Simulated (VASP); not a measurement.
# Pd: relaxation of cell and atoms with r2SCAN

The system is Pd.

```
Pd
1.0
     0.00000    1.94500    1.94500
     1.94500    0.00000    1.94500
     1.94500    1.94500    0.00000
Pd
1
Cartesian
  0.0000 0.0000 0.0000
```

| Quantity | Value |
| --- | --- |
| Program | VASP 6.6.1 |
| Task | relaxation of cell and atoms |
| Functional | r2SCAN |
| Potentials or basis | VASP PAW PBE potentials, release 64 (Pd) |
| Cutoff | 550 eV |
| k mesh | 11 × 11 × 11 |
| Occupations | gaussian, width 0.1 eV |
| Spin | no spin polarisation |
| Dipole correction | no |
| Further INCAR settings | ALGO = Normal; EDIFF = 1e-07; IBRION = 2; EDIFFG = -0.01; NSW = 80; ISIF = 3 |

| Property | Result |
| --- | --- |
| Relaxed volume | 15.00 Å³/atom |
| Relaxed cell | a = 2.768 Å, b = 2.768 Å, c = 2.768 Å, α = 60.00°, β = 60.00°, γ = 60.00° |
| Space group after relaxing (to 0.1 Å) | Fm-3m (No. 225) |
| Energy gained by relaxing | 3.3 meV/atom |
| Ionic steps | 3 |
| Pressure after relaxing | 0.0 GPa |
| Band gap on the k mesh | zero (bands 5 and 6 overlap by 1.55 eV) |

Step by step:
| step | energy change (eV) | largest force (eV/Å) | pressure (GPa) | volume (Å³) |
| --- | --- | --- | --- | --- |
| 1 | 0.0000 | 0.0000 | 3.77 | 14.72 |
| 2 | 0.0045 | 0.0000 | -5.16 | 15.47 |
| 3 | -0.0033 | 0.0000 | -0.01 | 15.00 |

Final structure:
```cif
data_structure
_symmetry_space_group_name_H-M 'P 1'
_symmetry_Int_Tables_number 1
_cell_length_a 2.7684
_cell_length_b 2.7684
_cell_length_c 2.7684
_cell_angle_alpha 60.000
_cell_angle_beta 60.000
_cell_angle_gamma 60.000
_cell_volume 15.00
loop_
_atom_site_label
_atom_site_type_symbol
_atom_site_fract_x
_atom_site_fract_y
_atom_site_fract_z
_atom_site_occupancy
Pd1 Pd 0.00000 0.00000 0.00000 1
```

Levels at points of the mesh, in eV from the Fermi level:
```tsv
k point	band 2	band 3	band 4	band 5	band 6	band 7	band 8	band 9
(0.00, 0.00, 0.00)	-2.86	-2.86	-2.86	-1.29	-1.29	17.98	22.86	22.86
```

It took 49 s on 1 thread of Intel(R) Xeon(R) 6975P-C (Granite Rapids), with other jobs on the host, peak memory 0.15 GiB.

Caveat: the PAW data sets were made with another functional, which shifts forces and pressure a little.
